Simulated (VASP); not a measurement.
Set up this calculation in VASP 6.6.1, as the native input.

| Item | Value |
| --- | --- |
| Task | single point |
| Functional | PBEsol |
| Potentials or basis | VASP PAW PBE potentials, release 64 (Sr_sv) |
| Cutoff | 520 eV |
| k mesh | 12 × 12 × 6 |
| Occupations | gaussian, width 0.1 eV |
| Spin | no spin polarisation |
| Dipole correction | no |
| Further INCAR settings | ALGO = Fast; EDIFF = 1e-06; NBANDS = 17 |

The structure of Sr lies in POSCAR:

```
Sr
1.0
    2.0881021048     -3.6292550135      0.0000000000
    2.0881021048      3.6292550135      0.0000000000
    0.0000000000      0.0000000000      6.9065622633
Sr
2
Direct
    0.8343933891      0.1656066109      0.7500000000
    0.1656066109      0.8343933891      0.2500000000
```

This isn't the form of Sr at room conditions, which is fcc.

The input as run:

INCAR

```
ALGO     = Fast           # electronic algorithm
EDIFF    = 1E-6           # SCF threshold, eV
ENCUT    = 520            # plane-wave cutoff, eV
GGA      = PS             # functional
ISIF     = 2              # what is computed and relaxed
ISMEAR   = 0              # smearing method
LASPH    = True           # aspherical terms in the spheres
LCHARG   = False          # write CHGCAR
LREAL    = False          # projectors in reciprocal space
LWAVE    = False          # write WAVECAR
NBANDS   = 17             # bands
NELM     = 100            # most SCF steps
PREC     = Accurate       # precision mode
SIGMA    = 0.1            # smearing width, eV
```

KPOINTS

```
k-points
0
Gamma
  12 12 6
```

Potentials or basis: VASP PAW PBE potentials, release 64 (Sr_sv).

Command:

```console
$ cat potpaw_PBE.64/Sr_sv/POTCAR > POTCAR
$ mpirun -np 1 vasp_std > vasp.out
```

Results of the run:

- Pressure: 0.0 GPa
- Band gap on the k mesh: zero (bands 10 and 11 overlap by 0.22 eV)

Caveat: the PAW data sets were made with another functional, which shifts forces and pressure a little.

Run time: 2.5 min on 1 thread of Intel(R) Xeon(R) Platinum 8559C (Emerald Rapids), with other jobs on the host, peak memory 0.41 GiB.
